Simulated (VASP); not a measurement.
# Rb (I4/mmm) in VASP: a series of runs

Runs on Rb. Level: PBEsol. Tasks: single point.

Everything below comes from runs of VASP 6.6.1. Logs are shortened: lines on timing, memory, paths and dates and some standing lists are left out, and cuts for length are marked.

### 1 The cell of the first run

The structure is tetragonal, space group I4/mmm (No. 139). The conventional cell has a = 5.444 Å, b = 5.444 Å, c = 5.696 Å, α = 90.00°, β = 90.00°, γ = 90.00°.

### 2 Single point, PBEsol (strain -0.030 along x and y, +0.015 along z)

The input, INCAR:

```
PREC = Accurate
ENCUT = 520
EDIFF = 1E-6
ISMEAR = 0
SIGMA = 0.15
LREAL = False
LASPH = True
NELM = 80
ALGO = Fast
ISIF = 2
LWAVE = False
LCHARG = True
GGA = PS
LELF = True
LVHAR = True
NBANDS = 10
```

The input, KPOINTS:

```
Automatic mesh
0
Gamma
  12 12 12
```

The input, POSCAR:

```
Rb
1.0
   -2.7218200000      2.7218200000      2.8480900000
    2.7218200000     -2.7218200000      2.8480900000
    2.7218200000      2.7218200000     -2.8480900000
Rb
1
Direct
    0.0000000000      0.0000000000      0.0000000000
```

Potentials or basis: VASP PAW PBE potentials, release 64 (Rb_sv).

Started as:

```sh
cat potpaw_PBE.64/Rb_sv/POTCAR > POTCAR
mpirun -np 1 vasp_std > vasp.out
```

OUTCAR:

```text
PREC = Accurate
   ENCUT = 520
   EDIFF = 1E-6
   ISMEAR = 0
   LREAL = False
   LASPH = True
   NELM = 80
   ISIF = 2
   GGA = PS

 ion  position               nearest neighbor table
   1  0.000  0.000  0.000-

  LATTYP: Found a body centered tetragonal cell.
 ALAT       =     5.4436400000
 C/A-ratio  =     1.0463917526

  Lattice vectors:

 A1 = (  -2.7218200000,   2.7218200000,   2.8480900000)
 A2 = (   2.7218200000,  -2.7218200000,   2.8480900000)
 A3 = (   2.7218200000,   2.7218200000,  -2.8480900000)

Analysis of symmetry for initial positions (statically):
=====================================================================
 Subroutine PRICEL returns:
 Original cell was already a primitive cell.

 Routine SETGRP: Setting up the symmetry group for a
 body centered tetragonal supercell.

 Subroutine GETGRP returns: Found 16 space group operations
 (whereof 16 operations were pure point group operations)
 out of a pool of 16 trial point group operations.

The static configuration has the point symmetry D_4h.

Analysis of symmetry for dynamics (positions and initial velocities):
=====================================================================
 Subroutine PRICEL returns:
 Original cell was already a primitive cell.

 Routine SETGRP: Setting up the symmetry group for a
 body centered tetragonal supercell.

 Subroutine GETGRP returns: Found 16 space group operations
 (whereof 16 operations were pure point group operations)
 out of a pool of 16 trial point group operations.

The dynamic configuration has the point symmetry D_4h.

 Subroutine INISYM returns: Found 16 space group operations
 (whereof 16 operations are pure point group operations),
 and found     1 'primitive' translations

----------------------------------------------------------------------------------------

                                     Primitive cell

  volume of cell :      84.3981

  direct lattice vectors                    reciprocal lattice vectors
    -2.721820000  2.721820000  2.848090000     0.000000000  0.183700612  0.175556250
     2.721820000 -2.721820000  2.848090000     0.183700612  0.000000000  0.175556250
     2.721820000  2.721820000 -2.848090000     0.183700612  0.183700612  0.000000000

  length of vectors
     4.788342602  4.788342602  4.788342602     0.254098233  0.254098233  0.259791897

  position of ions in fractional coordinates (direct lattice)
     0.000000000  0.000000000  0.000000000

  ion indices of the primitive-cell ions
   primitive index   ion index
                 1           1

----------------------------------------------------------------------------------------

 KPOINTS: Automatic mesh

Automatic generation of k-mesh.
 Grid dimensions read from file:
 generate k-points for:   12   12   12

 Generating k-lattice:

  Cartesian coordinates                     Fractional coordinates (reciprocal lattice)
     0.000000000  0.015308384  0.014629687     0.083333333  0.000000000 -0.000000000
     0.015308384  0.000000000  0.014629687     0.000000000  0.083333333 -0.000000000
     0.015308384  0.015308384  0.000000000     0.000000000  0.000000000  0.083333333

  Length of vectors
     0.021174853  0.021174853  0.021649325

  Shift w.r.t. Gamma in fractional coordinates (k-lattice)
     0.000000000  0.000000000  0.000000000

 Subroutine IBZKPT returns following result:
 ===========================================

 Found    163 irreducible k-points:

 Following reciprocal coordinates:
            Coordinates               Weight
  0.000000  0.000000  0.000000      1.000000
  0.083333 -0.000000  0.000000      8.000000
  0.166667 -0.000000  0.000000      8.000000
  0.250000 -0.000000  0.000000      8.000000
  0.333333 -0.000000  0.000000      8.000000
  0.416667  0.000000 -0.000000      8.000000
[... 16 lines left out ...]
  0.500000  0.166667  0.000000     16.000000
 -0.416667  0.166667  0.000000     16.000000
 [... further k-points ...]
   k-points           NKPTS =    163   k-points in BZ     NKDIM =    163   number of bands    NBANDS=     10
   number of dos      NEDOS =    301   number of ions     NIONS =      1
   total plane-waves  NPLWV =  46656
   dimension x,y,z NGX =    36 NGY =   36 NGZ =   36
   dimension x,y,z NGXF=    72 NGYF=   72 NGZF=   72
   ions per type =               1
   NGX,Y,Z   is equivalent  to a cutoff of  12.50, 12.50, 12.50 a.u.
   NGXF,Y,Z  is equivalent  to a cutoff of  25.00, 25.00, 25.00 a.u.
 SYSTEM =  unknown system
   PREC   = accura    normal or accurate (medium, high low for compatibility)
   ISTART =      0    job   : 0-new  1-cont  2-samecut
   ICHARG =      2    charge: 1-file 2-atom 10-const
   ISPIN  =      1    spin polarized calculation?
   LNONCOLLINEAR =      F non collinear calculations
   LSORBIT =      F    spin-orbit coupling
   LASPH  =      T    aspherical Exc in radial PAW
   ENCUT  =  520.0 eV  38.22 Ry    6.18 a.u.   8.90  8.90  8.90*2*pi/ulx,y,z
   NELM   =     80;   NELMIN=  2; NELMDL= -5     # of ELM steps
   EDIFF  = 0.1E-05   stopping-criterion for ELM
   LREAL  =      F    real-space projection
   EDIFFG = 0.1E-04   stopping-criterion for IOM
   NSW    =      0    number of steps for IOM
   IBRION =     -1    ionic relax: 0-MD 1-quasi-New 2-CG
   NFREE  =      0    steps in history (QN), initial steepest desc. (CG)
   ISIF   =      2    stress and relaxation
   ISYM   =      2    0-nonsym 1-usesym 2-fastsym
   POTIM  = 0.5000    time-step for ionic-motion
   TEBEG  =    0.0;   TEEND  =   0.0 temperature during run
   PSTRESS=    0.0 pullay stress
   NELECT =       9.0000    total number of electrons
   NUPDOWN=      -1.0000    fix difference up-down
   EMIN   =  10.00;   EMAX   =-10.00  energy-range for DOS
   EFERMI =   0.00;   METHOD = LEGACY
   ISMEAR =     0;   SIGMA  =   0.15  broadening in eV -4-tet -1-fermi 0-gaus
   EFERMI_NEDOS =   21; number of points for ismear=-14 and -15
   IALGO  =     68    algorithm
   IMIX   =      4    mixing-type and parameters
     AMIX     =   0.40;   BMIX     =  1.00
     AMIX_MAG =   1.60;   BMIX_MAG =  1.00
  volume/ion in A,a.u.               =      84.40       569.55
  Fermi-wavevector in a.u.,A,eV,Ry     =   0.776327  1.467046  8.200014  0.602684
  Thomas-Fermi vector in A             =   1.878782
   LORBIT       =      0    0 simple, 1 ext, 2 COOP (PROOUT), +10 PAW based schemes
   GGA     = PS    functional components
   LHFCALC =     F    Hartree Fock is set to
   AEXX    =    0.0000 exact exchange contribution
   IVDW    =     0    specifies the selected vdW correction
   LEPSILON=     F    determine dielectric tensor
   LRPA    =     F    only Hartree local field effects (RPA)
 non-spin polarized calculation
 RMM-DIIS sequential band-by-band and
 Gauss-broadening in eV      SIGMA  =   0.15
  energy-cutoff  :      520.00
  volume of cell :       84.40
 maximum number of plane-waves:      2310
   NGX = 17   NGY = 17   NGZ = 17

 number of electron       9.0000000 magnetization

 Free energy of the ion-electron system (eV)
  ---------------------------------------------------
  ext. energy  EPLUGINS =         0.00000000
  ---------------------------------------------------
  free energy    TOTEN  =        -1.02855674 eV

  energy without entropy =       -1.01753162  energy(sigma->0) =       -1.02304418

 E-fermi :   0.1117     XC(G=0):  -5.7117

 val. band max:        0.1103374685   @ k =   0.5000   0.3333   0.0833
 cond. band min:       0.1239089026   @ k =  -0.1667  -0.4167   0.1667
 fundamental gap:      0.0135714340
 Fermi energy:         0.1117110008

 k-point     1 :       0.0000    0.0000    0.0000
  band No.  band energies     occupation
      1     -28.7009      2.00000
      2     -12.7394      2.00000
      3     -12.7394      2.00000
      4     -12.7391      2.00000
      5      -1.9615      2.00000
      6       3.7929      0.00000
      7       3.7929      0.00000
      8       4.0286      0.00000
      9       4.6977      0.00000
     10       5.0306      0.00000

 k-point     2 :       0.0833   -0.0000    0.0000
  band No.  band energies     occupation
      1     -28.7005      2.00000
      2     -12.7479      2.00000
      3     -12.7421      2.00000
      4     -12.7392      2.00000
      5      -1.8746      2.00000
      6       3.6693      0.00000
      7       3.7478      0.00000
      8       4.0393      0.00000
      9       4.5534      0.00000
     10       4.9506      0.00000

 k-point     3 :       0.1667   -0.0000    0.0000
  band No.  band energies     occupation
      1     -28.6994      2.00000
      2     -12.7715      2.00000
      3     -12.7493      2.00000
      4     -12.7391      2.00000
      5      -1.6201      2.00000
      6       3.2087      0.00000
      7       3.5185      0.00000
      8       4.2476      0.00000
      9       4.4904      0.00000
     10       4.8553      0.00000

 k-point     4 :       0.2500   -0.0000    0.0000
  band No.  band energies     occupation
      1     -28.6979      2.00000
      2     -12.8031      2.00000
      3     -12.7592      2.00000
      4     -12.7389      2.00000
      5      -1.2165      2.00000
      6       2.5822      0.00000
      7       3.2372      0.00000
      8       4.5871      0.00000
      9       4.6426      0.00000
     10       4.8361      0.00000
[... 222 lines left out ...]
 k-point    22 :       0.4167    0.1667    0.0000
  band No.  band energies     occupation
      1     -28.6946      2.00000
      2     -12.8538      2.00000
      3     -12.7905      2.00000
      4     -12.7487      2.00000
      5       0.5879      0.00001
      6       0.9880      0.00000
      7       2.4024      0.00000
      8       4.2215      0.00000
      9       5.3434      0.00000
     10       5.4587      0.00000

 k-point    23 :       0.5000    0.1667    0.0000
  band No.  band energies     occupation
      1     -28.6949      2.00000
      2     -12.8494      2.00000
      3     -12.7861      2.00000
      4     -12.7492      2.00000
      5       0.1502      0.71697
      6       1.4058      0.00000
      7       2.4612      0.00000
      8       4.3175      0.00000
      9       5.0775      0.00000
     10       5.6148      0.00000

 k-point    24 :      -0.4167    0.1667    0.0000
  band No.  band energies     occupation
      1     -28.6958      2.00000
      2     -12.8353      2.00000
      3     -12.7752      2.00000
      4     -12.7491      2.00000
      5      -0.4373      2.00000
      6       1.9634      0.00000
      7       2.6119      0.00000
      8       4.4411      0.00000
      9       4.9007      0.00000
     10       5.4586      0.00000

 [... further k-points ...]

------------------------ aborting loop because EDIFF is reached ----------------------------------------

  FORCE on cell =-STRESS in cart. coord.  units (eV):
  Direction    XX          YY          ZZ          XY          YZ          ZX
  --------------------------------------------------------------------------------------
  -------------------------------------------------------------------------------------
  Total        0.0415771      0.0415771      0.0363371      0.0000000     -0.0000000      0.0000000
  in kB        0.7892824      0.7892824      0.6898086      0.0000000     -0.0000000      0.0000000
  external PRESSURE =       0.7561245 kB  Pullay stress =       0.0000000 kB

 VOLUME and BASIS-vectors are now :
 -----------------------------------------------------------------------------
  energy-cutoff  :      520.00
  volume of cell :       84.40
      direct lattice vectors                 reciprocal lattice vectors
    -2.721820000  2.721820000  2.848090000     0.000000000  0.183700612  0.175556250
     2.721820000 -2.721820000  2.848090000     0.183700612  0.000000000  0.175556250
     2.721820000  2.721820000 -2.848090000     0.183700612  0.183700612  0.000000000

 POSITION                                       TOTAL-FORCE (eV/Angst)
 -----------------------------------------------------------------------------------
      0.00000      0.00000      0.00000         0.000000     -0.000000     -0.000000
 -----------------------------------------------------------------------------------
    total drift:                               -0.000000     -0.000000      0.000000

  FREE ENERGIE OF THE ION-ELECTRON SYSTEM (eV)
  ---------------------------------------------------
  free  energy   TOTEN  =        -1.0285567419 eV

  energy  without entropy=       -1.0175316244  energy(sigma->0) =       -1.02304418
```

It took 3.5 min on 1 thread of AMD EPYC 7R13, shared host; peak memory 0.26 GiB.

What came out:

- Free energy: -1.0286 eV
- Pressure: 0.1 GPa

Caveat: the cell differs from its parent crystal (strain -0.030 along x and y, +0.015 along z); the PAW data sets were made with another functional, which shifts forces and pressure a little.

### 3 Single point, PBEsol (strain -0.030 along x and y, +0.030 along z)

The input, INCAR:

```
SYSTEM = Rb
ALGO = Fast ; EDIFF = 1E-6
ENCUT = 520 ; GGA = PS
ISIF = 2 ; ISMEAR = 0
LASPH = .TRUE. ; LCHARG = .TRUE.
LELF = .TRUE. ; LREAL = .FALSE.
LVHAR = .TRUE. ; LWAVE = .FALSE.
NBANDS = 10 ; NELM = 60
PREC = Accurate ; SIGMA = 0.15
```

The input, KPOINTS:

```
k-points
0
G
  12 12 12
  0 0 0
```

The input, POSCAR:

```
Rb
1.0
   -2.7218200000      2.7218200000      2.8901800000
    2.7218200000     -2.7218200000      2.8901800000
    2.7218200000      2.7218200000     -2.8901800000
Rb
1
Direct
    0.0000000000      0.0000000000      0.0000000000
```

Potentials or basis: VASP PAW PBE potentials, release 64 (Rb_sv).

Started as:

```sh
cat potpaw_PBE.64/Rb_sv/POTCAR > POTCAR
mpirun -np 1 vasp_std > vasp.out
```

Wall time 4.1 min (1 thread of AMD EPYC 7R13, shared host); peak memory 0.26 GiB.

The run converged. Its results:

```yaml
Free_energy: -1.0289 eV
Pressure: 0.0 GPa
```

Levels at points of the mesh, in eV from the Fermi level:
| k point | band 1 | band 2 | band 3 | band 4 | band 5 | band 6 | band 7 | band 8 | band 9 | band 10 |
| --- | --- | --- | --- | --- | --- | --- | --- | --- | --- | --- |
| (0.00, 0.00, 0.00) | -28.82 | -12.86 | -12.86 | -12.86 | -2.05 | 3.65 | 3.65 | 3.95 | 4.51 | 4.94 |
| (0.50, 0.00, 0.00) | -28.82 | -12.98 | -12.90 | -12.86 | 0.19 | 0.79 | 2.72 | 4.28 | 5.35 | 5.44 |
| (0.50, 0.50, 0.00) | -28.81 | -12.98 | -12.90 | -12.87 | 0.29 | 0.93 | 2.39 | 4.56 | 5.16 | 5.55 |
| (0.50, 0.50, 0.50) | -28.81 | -12.95 | -12.94 | -12.94 | 1.14 | 1.31 | 3.01 | 3.61 | 3.61 | 5.15 |

Caveat: the cell differs from its parent crystal (strain -0.030 along x and y, +0.030 along z); the PAW data sets were made with another functional, which shifts forces and pressure a little.

(Continued in part 2 of 2.)
